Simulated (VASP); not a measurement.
Wanted: the native input for a VASP 6.6.1 run.

| Item | Value |
| --- | --- |
| Task | single point |
| Functional | LDA |
| Potentials or basis | VASP PAW LDA potentials, release 64 (Pb_d, Se) |
| Cutoff | 500 eV |
| k mesh | 10 × 10 × 10 |
| Occupations | gaussian, width 0.01 eV |
| Spin | no spin polarisation |
| Dipole correction | no |
| Further INCAR settings | ALGO = Normal; EDIFF = 1e-06; NBANDS = 17 |

The structure of PbSe lies in POSCAR:

```
PbSe
1.0
    0.0000000000      3.0209875688      3.0209875688
    3.0209875688      0.0000000000      3.0209875688
    3.0209875688      3.0209875688      0.0000000000
Pb Se
1 1
Direct
    0.0000000000      0.0000000000      0.0000000000
    0.5000000000      0.5000000000      0.5000000000
```

These files were run (other wordings do the same):

INCAR

```
SYSTEM = PbSe
ALGO     = Normal         ! electronic algorithm
EDIFF    = 1E-6           ! SCF threshold, eV
ENCUT    = 500            ! plane-wave cutoff, eV
GGA_COMPAT= .False.      
ISIF     = 2              ! what is computed and relaxed
ISMEAR   = 0              ! smearing method
LASPH    = .True.         ! aspherical terms in the spheres
LCHARG   = .False.        ! write CHGCAR
LREAL    = .False.        ! projectors in reciprocal space
LWAVE    = .False.        ! write WAVECAR
NBANDS   = 17             ! bands
NELM     = 120            ! most SCF steps
PREC     = Accurate       ! precision mode
SIGMA    = 0.01           ! smearing width, eV
```

KPOINTS

```
k-points
0
Gamma
  10 10 10
  0 0 0
```

Potentials or basis: VASP PAW LDA potentials, release 64 (Pb_d, Se).

Launch:

```console
$ cat potpaw_LDA.64/Pb_d/POTCAR potpaw_LDA.64/Se/POTCAR > POTCAR
$ mpirun -np 1 vasp_std > vasp.out
```

It gave:

```
Pressure               : 0.1 GPa
Band gap on the k mesh : 0.03 eV, direct
```

Caveat: spin-orbit coupling is left out, which moves the levels of the heavy elements.

Run time: 20 s on 1 thread of AMD EPYC 9R14 (Zen 4), with other jobs on the host, peak memory 0.14 GiB.
